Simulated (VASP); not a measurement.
A run of VASP 6.6.1:

File INCAR:

```
SYSTEM = Cu
ALGO = Normal ; EDIFF = 1E-6
ENCUT = 520 ; ISIF = 2
ISMEAR = 1 ; LASPH = .True.
LCHARG = .True. ; LELF = .True.
LREAL = .False. ; LVHAR = .True.
LWAVE = .False. ; NBANDS = 12
NELM = 100 ; PREC = Accurate
SIGMA = 0.15
```

The input KPOINTS:

```
k-points
0
Gamma
  14 14 14
  0 0 0
```

POSCAR

```
Cu
1.0
    0.0000000000      1.7579543034      1.7579543034
    1.7579543034      0.0000000000      1.7579543034
    1.7579543034      1.7579543034      0.0000000000
Cu
1
Direct
    0.0000000000      0.0000000000      0.0000000000
```

Potentials or basis: VASP PAW LDA potentials, release 64 (Cu).

Command:

```bash
$ cat potpaw_LDA.64/Cu/POTCAR > POTCAR
$ mpirun -np 1 vasp_std > vasp.out
```

Hardware: 1 thread of Intel(R) Xeon(R) Platinum 8559C (Emerald Rapids) (shared host).

Question: Estimate the wall time of this run.

Answer: Run time: 6.9 s on 1 thread of Intel(R) Xeon(R) Platinum 8559C (Emerald Rapids), with other jobs on the host, peak memory 0.12 GiB. Counts: scf iterations 12, k points 104.
